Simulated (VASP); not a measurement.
# AlIn2Sb2As (I4/mmm) in VASP: further runs

AlIn2Sb2As is run at these levels: PBE; tasks: single point.

All numbers are computed with VASP 6.6.1; they aren't measurements. Logs are shortened: lines on timing, memory, paths and dates and some standing lists are left out, and cuts for length are marked.

## (1) The cell of the first run

The structure is tetragonal, space group I4/mmm (No. 139). Conventional cell: a = 4.726 Å, b = 4.726 Å, c = 12.380 Å, α = 90.00°, β = 90.00°, γ = 90.00°. Within 4.5 Å of Al (site symmetry 4/mmm) lie 4 As at 3.34 Å and 10 In at 3.78 to 4.43 Å and 8 Sb at 3.89 Å. In (site symmetry 4mm) has 1 As at 1.76 Å within 2.3 Å. Sb (site symmetry -4m2) has 4 In at 2.71 Å and 4 Sb at 3.34 Å within 3.6 Å. As (site symmetry 4/mmm) has 2 In at 1.76 Å within 2.3 Å.

The cell was generated, and may not be a known phase.

## (2) Single point, PBE

Input file INCAR:

```
  PREC = Accurate
  ENCUT = 520
  EDIFF = 1E-7
  ISMEAR = 0
  SIGMA = 0.1
  LREAL = False
  LASPH = True
  NELM = 80
  ALGO = Normal
  ISIF = 2
  LWAVE = False
  LCHARG = False
  GGA = PE
  NBANDS = 31
```

Input file KPOINTS:

```
regular mesh
0
Gamma
  6 6 6
```

Input file POSCAR:

```
AlIn2Sb2As
1.0
   -2.3631819300      2.3631819300      6.1901240100
    2.3631819300     -2.3631819300      6.1901240100
    2.3631819300      2.3631819300     -6.1901240100
Al In Sb As
1 2 2 1
Direct
    0.5000000000      0.5000000000      0.0000000000
    0.1424100000      0.1424100000      0.0000000000
    0.8575900000      0.8575900000      0.0000000000
    0.7500000000      0.2500000000      0.5000000000
    0.2500000000      0.7500000000      0.5000000000
    0.0000000000      0.0000000000      0.0000000000
```

Potentials or basis: VASP PAW PBE potentials, release 64 (Al, In_d, Sb, As).

Launch:

```bash
cat potpaw_PBE.64/Al/POTCAR potpaw_PBE.64/In_d/POTCAR potpaw_PBE.64/Sb/POTCAR potpaw_PBE.64/As/POTCAR > POTCAR
mpirun -np 1 vasp_std > vasp.out
```

OUTCAR:

```text
PREC = Accurate
   ENCUT = 520
   EDIFF = 1E-7
   ISMEAR = 0
   LREAL = False
   LASPH = True
   NELM = 80
   ISIF = 2
   GGA = PE

 ion  position               nearest neighbor table
   1  0.500  0.500  0.000-
   2  0.142  0.142  0.000-   6 1.76   5 2.71   4 2.71   4 2.71   5 2.71   3 3.53
   3  0.858  0.858  0.000-   6 1.76   5 2.71   4 2.71   4 2.71   5 2.71   2 3.53
   4  0.750  0.250  0.500-   3 2.71   2 2.71   3 2.71   2 2.71   5 3.34   5 3.34   5 3.34   5 3.34

   5  0.250  0.750  0.500-   3 2.71   2 2.71   3 2.71   2 2.71   4 3.34   4 3.34   4 3.34   4 3.34

   6  0.000  0.000  0.000-   2 1.76   3 1.76

  LATTYP: Found a body centered tetragonal cell.
 ALAT       =     4.7263638600
 C/A-ratio  =     2.6194022269

  Lattice vectors:

 A1 = (  -2.3631819300,   2.3631819300,   6.1901240100)
 A2 = (   2.3631819300,  -2.3631819300,   6.1901240100)
 A3 = (   2.3631819300,   2.3631819300,  -6.1901240100)

Analysis of symmetry for initial positions (statically):
=====================================================================
 Subroutine PRICEL returns:
 Original cell was already a primitive cell.

 Routine SETGRP: Setting up the symmetry group for a
 body centered tetragonal supercell.

 Subroutine GETGRP returns: Found 16 space group operations
 (whereof 16 operations were pure point group operations)
 out of a pool of 16 trial point group operations.

The static configuration has the point symmetry D_4h.

Analysis of symmetry for dynamics (positions and initial velocities):
=====================================================================
 Subroutine PRICEL returns:
 Original cell was already a primitive cell.

 Routine SETGRP: Setting up the symmetry group for a
 body centered tetragonal supercell.

 Subroutine GETGRP returns: Found 16 space group operations
 (whereof 16 operations were pure point group operations)
 out of a pool of 16 trial point group operations.

The dynamic configuration has the point symmetry D_4h.

 Subroutine INISYM returns: Found 16 space group operations
 (whereof 16 operations are pure point group operations),
 and found     1 'primitive' translations

----------------------------------------------------------------------------------------

                                     Primitive cell

[... 98 lines left out ...]
   EDIFF  = 0.1E-06   stopping-criterion for ELM
   LREAL  =      F    real-space projection
   EDIFFG = 0.1E-05   stopping-criterion for IOM
   NSW    =      0    number of steps for IOM
   IBRION =     -1    ionic relax: 0-MD 1-quasi-New 2-CG
   NFREE  =      0    steps in history (QN), initial steepest desc. (CG)
   ISIF   =      2    stress and relaxation
   ISYM   =      2    0-nonsym 1-usesym 2-fastsym
   POTIM  = 0.5000    time-step for ionic-motion
   TEBEG  =    0.0;   TEEND  =   0.0 temperature during run
   PSTRESS=    0.0 pullay stress
   NELECT =      44.0000    total number of electrons
   NUPDOWN=      -1.0000    fix difference up-down
   EMIN   =  10.00;   EMAX   =-10.00  energy-range for DOS
   EFERMI =   0.00;   METHOD = LEGACY
   ISMEAR =     0;   SIGMA  =   0.10  broadening in eV -4-tet -1-fermi 0-gaus
   EFERMI_NEDOS =   21; number of points for ismear=-14 and -15
   IALGO  =     38    algorithm
   IMIX   =      4    mixing-type and parameters
     AMIX     =   0.40;   BMIX     =  1.00
     AMIX_MAG =   1.60;   BMIX_MAG =  1.00
  volume/ion in A,a.u.               =      23.05       155.52
  Fermi-wavevector in a.u.,A,eV,Ry     =   1.117655  2.112062 16.995760  1.249153
  Thomas-Fermi vector in A             =   2.254280
   LORBIT       =      0    0 simple, 1 ext, 2 COOP (PROOUT), +10 PAW based schemes
   GGA     = PE    functional components
   LHFCALC =     F    Hartree Fock is set to
   AEXX    =    0.0000 exact exchange contribution
   IVDW    =     0    specifies the selected vdW correction
   LEPSILON=     F    determine dielectric tensor
   LRPA    =     F    only Hartree local field effects (RPA)
 non-spin polarized calculation
 Gauss-broadening in eV      SIGMA  =   0.10
  energy-cutoff  :      520.00
  volume of cell :      138.28
 maximum number of plane-waves:      3752
 NGX is ok and might be reduce to    54
   NGX = 27   NGY = 27   NGZ = 27

 number of electron      43.9999998 magnetization

 Free energy of the ion-electron system (eV)
  ---------------------------------------------------
  ext. energy  EPLUGINS =         0.00000000
  ---------------------------------------------------
  free energy    TOTEN  =        -1.26906858 eV

  energy without entropy =       -1.25978947  energy(sigma->0) =       -1.26442903

 E-fermi :   8.1171     XC(G=0): -10.0930

 val. band max:        8.1093433975   @ k =  -0.1667   0.1667   0.0000
 cond. band min:       8.2038087870   @ k =  -0.3333   0.5000   0.3333
 fundamental gap:      0.0944653895
 Fermi energy:         8.1171422345

 k-point     1 :       0.0000    0.0000    0.0000
  band No.  band energies     occupation
      1     -10.2095      2.00000
      2      -9.5708      2.00000
      3      -8.6384      2.00000
      4      -8.6384      2.00000
      5      -8.4158      2.00000
      6      -8.4158      2.00000
[... 805 lines left out ...]
     30      12.8203      0.00000
     31      13.4591      0.00000

 [... further k-points ...]

------------------------ aborting loop because EDIFF is reached ----------------------------------------

  FORCE on cell =-STRESS in cart. coord.  units (eV):
  Direction    XX          YY          ZZ          XY          YZ          ZX
  --------------------------------------------------------------------------------------
  -------------------------------------------------------------------------------------
  Total       15.9509227     15.9509227    135.7877863      0.0000000      0.0000000      0.0000000
  in kB      184.8173492    184.8173492   1573.3220720      0.0000000      0.0000000      0.0000000
  external PRESSURE =     647.6522568 kB  Pullay stress =       0.0000000 kB

 VOLUME and BASIS-vectors are now :
 -----------------------------------------------------------------------------
  energy-cutoff  :      520.00
  volume of cell :      138.28
      direct lattice vectors                 reciprocal lattice vectors
    -2.363181930  2.363181930  6.190124010     0.000000000  0.211579140  0.080773826
     2.363181930 -2.363181930  6.190124010     0.211579140  0.000000000  0.080773826
     2.363181930  2.363181930 -6.190124010     0.211579140  0.211579140  0.000000000

 POSITION                                       TOTAL-FORCE (eV/Angst)
 -----------------------------------------------------------------------------------
      0.00000      0.00000      6.19012        -0.000000     -0.000000      0.000000
      0.00000      0.00000      1.76307        -0.000000     -0.000000     30.850839
      0.00000      0.00000     10.61718         0.000000      0.000000    -30.850839
     -0.00000      2.36318      3.09506        -0.000000     -0.000000      0.000000
      2.36318     -0.00000      3.09506        -0.000000     -0.000000     -0.000000
      0.00000      0.00000      0.00000        -0.000000     -0.000000      0.000000
 -----------------------------------------------------------------------------------
    total drift:                               -0.000000     -0.000000      0.000000

  FREE ENERGIE OF THE ION-ELECTRON SYSTEM (eV)
  ---------------------------------------------------
  free  energy   TOTEN  =        -1.2690685813 eV

  energy  without entropy=       -1.2597894730  energy(sigma->0) =       -1.26442903
```

stdout:

```text
POSCAR found type information on POSCAR AlInSbAs
 POSCAR found :  4 types and       6 ions
 scaLAPACK will be used
 LDA part: xc-table for (Slater+PW92), standard interpolation
 POSCAR, INCAR and KPOINTS ok, starting setup
 FFT: planning ... GRIDC
 FFT: planning ... GRID_SOFT
 FFT: planning ... GRID
 WAVECAR not read
 entering main loop
```

Run time: 3.4 min. Hardware: 1 thread of Intel Xeon 6975P-C (Granite Rapids), shared host; peak memory 0.48 GiB.

Results:

- Free energy: -1.2691 eV
- Pressure: 64.8 GPa
- Largest force: 30.851 eV/Å
- Band gap on the k mesh: zero (bands 22 and 23 overlap by 1.90 eV)

Forces on the atoms (eV/Å):
```
Al    0.000   0.000   0.000
In    0.000   0.000  30.851
In    0.000   0.000 -30.851
Sb    0.000   0.000   0.000
Sb    0.000   0.000   0.000
As    0.000   0.000   0.000
```

Levels at points of the mesh, in eV from the Fermi level:
| k point | band 20 | band 21 | band 22 | band 23 | band 24 | band 25 |
| --- | --- | --- | --- | --- | --- | --- |
| (0.00, 0.00, 0.00) | -1.42 | -0.65 | -0.42 | 0.98 | 0.98 | 2.95 |
| (0.50, 0.00, 0.00) | -2.46 | -0.95 | -0.83 | -0.07 | 0.67 | 1.23 |
| (0.50, 0.50, 0.00) | -3.28 | -0.17 | 0.78 | 2.55 | 3.25 | 3.26 |
| (0.50, 0.50, 0.50) | -1.39 | -0.26 | -0.26 | 0.09 | 0.36 | 1.17 |

Caveat: atoms lie so close that the PAW spheres overlap strongly, which falsifies energies and pressures; the stress differs along the axes, from 18 to 157 GPa; spin-orbit coupling is left out, which moves the levels of the heavy elements; forces of over 1 eV/Å act on the atoms, so gaps and moduli don't describe the material at rest.

## (3) Single point, PBE

This run uses another cell than the first one, of 31.45 Å³/atom.

Input file INCAR:

```
PREC = Accurate
ENCUT = 520
EDIFF = 1E-6
ISMEAR = 0
SIGMA = 0.1
LREAL = F
LASPH = T
NELM = 60
ALGO = Normal
ISIF = 2
LWAVE = F
LCHARG = F
GGA = PE
NBANDS = 31
```

Input file KPOINTS:

```
Automatic mesh
0
Gamma
  6 6 6
```

Input file POSCAR:

```
AlIn2Sb2As
1.0
   -2.0739001781      2.0739001781     10.9672878366
    2.0739001781     -2.0739001781     10.9672878366
    2.0739001781      2.0739001781    -10.9672878366
Al In Sb As
1 2 2 1
Direct
    0.5000000000      0.5000000000      0.0000000000
    0.1304135791      0.1304135791      0.0000000000
    0.8695864209      0.8695864209      0.0000000000
    0.7500000000      0.2500000000      0.5000000000
    0.2500000000      0.7500000000      0.5000000000
    0.0000000000      0.0000000000      0.0000000000
```

Potentials or basis: VASP PAW PBE potentials, release 64 (Al, In_d, Sb, As).

Launch:

```bash
cat potpaw_PBE.64/Al/POTCAR potpaw_PBE.64/In_d/POTCAR potpaw_PBE.64/Sb/POTCAR potpaw_PBE.64/As/POTCAR > POTCAR
mpirun -np 1 vasp_std > vasp.out
```

Wall time 13 min (1 thread of Intel Xeon 6975P-C (Granite Rapids), shared host); peak memory 1.2 GiB.

Results (log left out):

```yaml
Free_energy: -20.0546 eV
Pressure: 0.1 GPa
Largest_force: 0.019 eV/Å
Band_gap_on_the_k_mesh: zero (bands 22 and 23 overlap by 1.58 eV)
```

Forces in eV/Å, atoms in the order of the input:
```
Al   0.000  0.000  0.000
In   0.000  0.000 -0.019
In   0.000  0.000  0.019
Sb   0.000  0.000  0.000
Sb   0.000  0.000  0.000
As   0.000  0.000  0.000
```

Stress tensor (GPa, compression positive):
```
0.11 0.00 0.00
0.00 0.11 0.00
0.00 0.00 0.02
```

Levels at points of the mesh, in eV from the Fermi level:
```tsv
k point	band 20	band 21	band 22	band 23	band 24	band 25
(0.00, 0.00, 0.00)	-1.55	-1.55	0.97	1.53	2.28	2.69
(0.50, 0.00, 0.00)	-0.61	-0.52	-0.33	-0.05	0.43	0.59
(0.50, 0.50, 0.00)	-2.66	-2.11	-1.93	-0.51	0.46	1.25
(0.50, 0.50, 0.50)	-1.54	-1.50	-1.42	1.54	2.09	2.50
```

Caveat: spin-orbit coupling is left out, which moves the levels of the heavy elements.

The gap in the log of VASP goes by the Fermi energy; the results here count the filled bands.